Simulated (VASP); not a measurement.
# C (C2/m) in VASP: notebook

Runs on C. Level: LDA. Tasks: single point.

All numbers are computed with VASP 6.6.1; they aren't measurements. Logs are shortened: lines on timing, memory, paths and dates and some standing lists are left out, and cuts for length are marked.

## (1) The cell of the first run

Symmetry: C2/m, No. 12, monoclinic system. The conventional cell has a = 4.233 Å, b = 2.446 Å, c = 13.489 Å, α = 90.00°, β = 93.00°, γ = 90.00°. C (site symmetry m) has 3 C at 1.41 Å within 1.9 Å. Within 1.9 Å of C (site symmetry m) lie 3 C at 1.41 Å. C (site symmetry m) has 3 C at 1.41 Å within 1.9 Å. Within 1.9 Å of C (site symmetry m) lie 3 C at 1.41 Å.

## (2) Single point, LDA

INCAR

```
ALGO = Normal
EDIFF = 1E-6
ENCUT = 520
ISIF = 2
ISMEAR = 0
LASPH = True
LCHARG = False
LREAL = False
LWAVE = False
NBANDS = 26
NELM = 60
PREC = Accurate
SIGMA = 0.15
```

KPOINTS

```
k-points
0
Gamma
  22 22 4
```

POSCAR

```
C
1.0
   -1.2227748566      2.1167364796      0.0000000000
   -1.2227748566     -2.1167364796      0.0000000000
    0.0000000000      0.7057199423     13.4706447952
C
8
Direct
    0.8958607410      0.1041392590      0.1250000000
    0.8125107410      0.1874892590      0.6250000000
    0.2708357410      0.7291642590      0.8750000000
    0.3541857410      0.6458142590      0.3750000000
   -0.0625607410      1.0625607410      0.8750000000
    0.0207892590      0.9792107410      0.3750000000
    0.5624642590      0.4375357410      0.1250000000
    0.4791142590      0.5208857410      0.6250000000
```

Potentials or basis: VASP PAW LDA potentials, release 64 (C).

On the command line:

```bash
$ cat potpaw_LDA.64/C/POTCAR > POTCAR
$ mpirun -np 1 vasp_std > vasp.out
```

OUTCAR:

```text
EDIFF = 1E-6
   ENCUT = 520
   ISIF = 2
   ISMEAR = 0
   LASPH = True
   LREAL = False
   NELM = 60
   PREC = Accurate

 ion  position               nearest neighbor table
   1  0.896  0.104  0.125-   7 1.41   7 1.41   7 1.41
   2  0.813  0.187  0.625-   8 1.41   8 1.41   8 1.41
   3  0.271  0.729  0.875-   5 1.41   5 1.41   5 1.41
   4  0.354  0.646  0.375-   6 1.41   6 1.41   6 1.41
   5  0.937  0.063  0.875-   3 1.41   3 1.41   3 1.41
   6  0.021  0.979  0.375-   4 1.41   4 1.41   4 1.41
   7  0.562  0.438  0.125-   1 1.41   1 1.41   1 1.41
   8  0.479  0.521  0.625-   2 1.41   2 1.41   2 1.41

  LATTYP: Found a base centered monoclinic cell.
 ALAT       =     4.2334729592
 B/A-ratio  =     0.5776698556
 C/A-ratio  =     3.1863007996
 COS(beta)  =    -0.0523177222

  Lattice vectors:

 A1 = (  -1.2227748566,  -2.1167364796,   0.0000000000)
 A2 = (   1.2227748566,  -2.1167364796,   0.0000000000)
 A3 = (   0.0000000000,   0.7057199423,  13.4706447952)

Analysis of symmetry for initial positions (statically):
=====================================================================
 Subroutine PRICEL returns:
 Original cell was already a primitive cell.

 Routine SETGRP: Setting up the symmetry group for a
 base centered monoclinic supercell.

 Subroutine GETGRP returns: Found  4 space group operations
 (whereof  2 operations were pure point group operations)
 out of a pool of  4 trial point group operations.

The static configuration has the point symmetry C_1h.
 The point group associated with its full space group is C_2h.

Analysis of symmetry for dynamics (positions and initial velocities):
=====================================================================
 Subroutine PRICEL returns:
 Original cell was already a primitive cell.

 Routine SETGRP: Setting up the symmetry group for a
 base centered monoclinic supercell.

 Subroutine GETGRP returns: Found  4 space group operations
 (whereof  2 operations were pure point group operations)
 out of a pool of  4 trial point group operations.

The dynamic configuration has the point symmetry C_1h.
 The point group associated with its full space group is C_2h.

 Subroutine INISYM returns: Found  4 space group operations
 (whereof  2 operations are pure point group operations),
 and found     1 'primitive' translations

[... 107 lines left out ...]
   LREAL  =      F    real-space projection
   EDIFFG = 0.1E-04   stopping-criterion for IOM
   NSW    =      0    number of steps for IOM
   IBRION =     -1    ionic relax: 0-MD 1-quasi-New 2-CG
   NFREE  =      0    steps in history (QN), initial steepest desc. (CG)
   ISIF   =      2    stress and relaxation
   ISYM   =      2    0-nonsym 1-usesym 2-fastsym
   POTIM  = 0.5000    time-step for ionic-motion
   TEBEG  =    0.0;   TEEND  =   0.0 temperature during run
   PSTRESS=    0.0 pullay stress
   NELECT =      32.0000    total number of electrons
   NUPDOWN=      -1.0000    fix difference up-down
   EMIN   =  10.00;   EMAX   =-10.00  energy-range for DOS
   EFERMI =   0.00;   METHOD = LEGACY
   ISMEAR =     0;   SIGMA  =   0.15  broadening in eV -4-tet -1-fermi 0-gaus
   EFERMI_NEDOS =   21; number of points for ismear=-14 and -15
   IALGO  =     38    algorithm
   IMIX   =      4    mixing-type and parameters
     AMIX     =   0.40;   BMIX     =  1.00
     AMIX_MAG =   1.60;   BMIX_MAG =  1.00
  volume/ion in A,a.u.               =       8.72        58.82
  Fermi-wavevector in a.u.,A,eV,Ry     =   1.262741  2.386234 21.694690  1.594515
  Thomas-Fermi vector in A             =   2.396134
   LORBIT       =      0    0 simple, 1 ext, 2 COOP (PROOUT), +10 PAW based schemes
   GGA     = CA    functional components
   LHFCALC =     F    Hartree Fock is set to
   AEXX    =    0.0000 exact exchange contribution
   IVDW    =     0    specifies the selected vdW correction
   LEPSILON=     F    determine dielectric tensor
   LRPA    =     F    only Hartree local field effects (RPA)
 non-spin polarized calculation
 Gauss-broadening in eV      SIGMA  =   0.15
  energy-cutoff  :      520.00
  volume of cell :       69.73
 maximum number of plane-waves:      1911
   NGX =  9   NGY =  9   NGZ = 51

 number of electron      32.0000003 magnetization

 Free energy of the ion-electron system (eV)
  ---------------------------------------------------
  ext. energy  EPLUGINS =         0.00000000
  ---------------------------------------------------
  free energy    TOTEN  =       -80.88546672 eV

  energy without entropy =      -80.88429857  energy(sigma->0) =      -80.88488264

 E-fermi :   4.6378     XC(G=0): -10.7781

 val. band max:        4.6141573504   @ k =   0.3182   0.3182   0.2500
 cond. band min:       4.6645409399   @ k =   0.3182   0.3182   0.5000
 fundamental gap:      0.0503835896
 Fermi energy:         4.6378408938

 k-point     1 :       0.0000    0.0000    0.0000
  band No.  band energies     occupation
      1     -14.9553      2.00000
      2     -14.8064      2.00000
      3     -14.8058      2.00000
      4     -14.6461      2.00000
      5      -4.0648      2.00000
      6      -3.1631      2.00000
[... 685 lines left out ...]
     25      13.9522      0.00000
     26      15.6342      0.00000

 [... further k-points ...]

------------------------ aborting loop because EDIFF is reached ----------------------------------------

  FORCE on cell =-STRESS in cart. coord.  units (eV):
  Direction    XX          YY          ZZ          XY          YZ          ZX
  --------------------------------------------------------------------------------------
  -------------------------------------------------------------------------------------
  Total        0.5352059      0.5699489     -0.0950231      0.0000000      0.0001967      0.0000000
  in kB       12.2970179     13.0952800     -2.1832736      0.0000000      0.0045197      0.0000000
  external PRESSURE =       7.7363414 kB  Pullay stress =       0.0000000 kB

 VOLUME and BASIS-vectors are now :
 -----------------------------------------------------------------------------
  energy-cutoff  :      520.00
  volume of cell :       69.73
      direct lattice vectors                 reciprocal lattice vectors
    -1.222774857  2.116736480  0.000000000    -0.408906020  0.236212682 -0.012375057
    -1.222774857 -2.116736480  0.000000000    -0.408906020 -0.236212682  0.012375057
     0.000000000  0.705719942 13.470644795     0.000000000  0.000000000  0.074235496

 POSITION                                       TOTAL-FORCE (eV/Angst)
 -----------------------------------------------------------------------------------
     -1.22277      1.76408      1.68383         0.000000     -0.007054     -0.013170
     -1.22277      1.76408      8.41915         0.000000     -0.004098     -0.000460
     -1.22277     -0.35266     11.78681         0.000000     -0.007455     -0.003510
     -1.22277     -0.35266      5.05149         0.000000     -0.004431     -0.000362
     -1.22277      2.46939     11.78681         0.000000      0.007054      0.013170
     -1.22277     -1.76408      5.05149         0.000000      0.004098      0.000460
     -1.22277      0.35266      1.68383         0.000000      0.007455      0.003510
     -1.22277      0.35266      8.41915         0.000000      0.004431      0.000362
 -----------------------------------------------------------------------------------
    total drift:                                0.000000      0.000000     -0.000000

  FREE ENERGIE OF THE ION-ELECTRON SYSTEM (eV)
  ---------------------------------------------------
  free  energy   TOTEN  =       -80.8854667237 eV

  energy  without entropy=      -80.8842985662  energy(sigma->0) =      -80.88488264
```

stdout:

```text
POSCAR found type information on POSCAR C
 POSCAR found :  1 types and       8 ions
 scaLAPACK will be used
 LDA part: xc-table for (Slater(with rela. corr.)+CA(PZ))
 , standard interpolation
 POSCAR, INCAR and KPOINTS ok, starting setup
 FFT: planning ... GRIDC
 FFT: planning ... GRID_SOFT
 FFT: planning ... GRID
 WAVECAR not read
 entering main loop
```

It took 6.5 min on 1 thread of AMD EPYC 9R14 (Zen 4), shared host; peak memory 0.59 GiB.

Results:

- Free energy: -80.8855 eV
- Pressure: 0.8 GPa
- Largest force: 0.015 eV/Å

Forces on the atoms (eV/Å):
```
C    0.000 -0.007 -0.013
C    0.000 -0.004  0.000
C    0.000 -0.007 -0.004
C    0.000 -0.004  0.000
C    0.000  0.007  0.013
C    0.000  0.004  0.000
C    0.000  0.007  0.004
C    0.000  0.004  0.000
```

Levels at points of the mesh, in eV from the Fermi level:
| k point | band 13 | band 14 | band 15 | band 16 | band 17 | band 18 | band 19 | band 20 |
| --- | --- | --- | --- | --- | --- | --- | --- | --- |
| (0.00, 0.00, 0.00) | -2.96 | -2.95 | -2.94 | -2.94 | 3.79 | 6.42 | 6.42 | 8.46 |
| (0.50, 0.00, 0.00) | -2.61 | -2.43 | -2.41 | -2.23 | 1.49 | 1.69 | 1.81 | 1.98 |
| (0.50, 0.50, 0.00) | -2.98 | -2.49 | -2.29 | -1.70 | 1.00 | 1.54 | 1.79 | 2.43 |
| (0.00, 0.00, 0.50) | -2.95 | -2.95 | -2.94 | -2.94 | 4.53 | 4.53 | 8.46 | 8.47 |
| (0.50, 0.00, 0.50) | -2.60 | -2.42 | -2.42 | -2.25 | 1.55 | 1.75 | 1.76 | 1.92 |
| (0.50, 0.50, 0.50) | -2.89 | -2.74 | -2.02 | -1.81 | 1.08 | 1.30 | 2.07 | 2.30 |

## (3) Single point, LDA

This run uses another cell than the first one, of the same volume but with other edges.

INCAR

```
SYSTEM = C
  ALGO = Normal
  EDIFF = 1E-6
  ENCUT = 520
  ISIF = 2
  ISMEAR = 0
  LASPH = .TRUE.
  LCHARG = .FALSE.
  LREAL = .FALSE.
  LWAVE = .FALSE.
  NBANDS = 26
  NELM = 60
  PREC = Accurate
  SIGMA = 0.15
```

KPOINTS

```
k-points
0
G
  22 22 4
  0 0 0
```

POSCAR

```
C
1.0
   -1.2227748566      2.1167364796      0.0000000000
   -1.2227748566     -2.1167364796      0.0000000000
    0.0000000000      2.8224564219     13.4706447952
C
8
Direct
    0.8333607410      0.1666392590      0.1250000000
    0.5000107410      0.4999892590      0.6250000000
   -0.1666642590      1.1666642590      0.8750000000
    0.1666857410      0.8333142590      0.3750000000
   -0.5000607410      1.5000607410      0.8750000000
   -0.1667107410      1.1667107410      0.3750000000
    0.4999642590      0.5000357410      0.1250000000
    0.1666142590      0.8333857410      0.6250000000
```

Potentials or basis: VASP PAW LDA potentials, release 64 (C).

On the command line:

```bash
$ cat potpaw_LDA.64/C/POTCAR > POTCAR
$ mpirun -np 1 vasp_std > vasp.out
```

Run time: 6.5 min. Hardware: 1 thread of AMD EPYC 9R45 (Zen 5), shared host; peak memory 0.6 GiB.

It converged, with:

```yaml
Free_energy: -80.8742 eV
Pressure: 0.8 GPa
Largest_force: 0.022 eV/Å
```

Forces on the atoms (eV/Å):
```
C    0.000  0.011  0.018
C    0.000 -0.002  0.000
C    0.000 -0.019 -0.010
C    0.000 -0.002  0.000
C    0.000 -0.011 -0.018
C    0.000  0.002  0.000
C    0.000  0.019  0.010
C    0.000  0.002  0.000
```

Stress tensor (GPa, compression positive):
```
1.12 0.00 0.00
0.00 1.31 0.22
0.00 0.22 0.05
```

Levels at points of the mesh, in eV from the Fermi level:
```
           k point  band 12  band 13  band 14  band 15  band 16  band 17  band 18  band 19  band 20  band 21
(0.00, 0.00, 0.00)    -2.99    -2.98    -2.97    -2.97    -2.97     3.75     6.38     6.39     8.43     8.43
(0.50, 0.00, 0.00)    -6.42    -2.75    -2.45    -2.44    -2.14     1.30     1.72     1.74     2.05     7.72
(0.50, 0.50, 0.00)    -6.42    -2.92    -2.77    -2.06    -1.83     1.06     1.22     2.08     2.26     7.51
(0.00, 0.00, 0.50)    -2.99    -2.99    -2.97    -2.97    -2.97     4.49     4.51     8.42     8.45     8.45
(0.50, 0.00, 0.50)    -6.42    -2.76    -2.45    -2.44    -2.13     1.28     1.70     1.76     2.07     7.72
(0.50, 0.50, 0.50)    -6.42    -3.01    -2.52    -2.32    -1.73     0.95     1.54     1.72     2.42     7.56
```
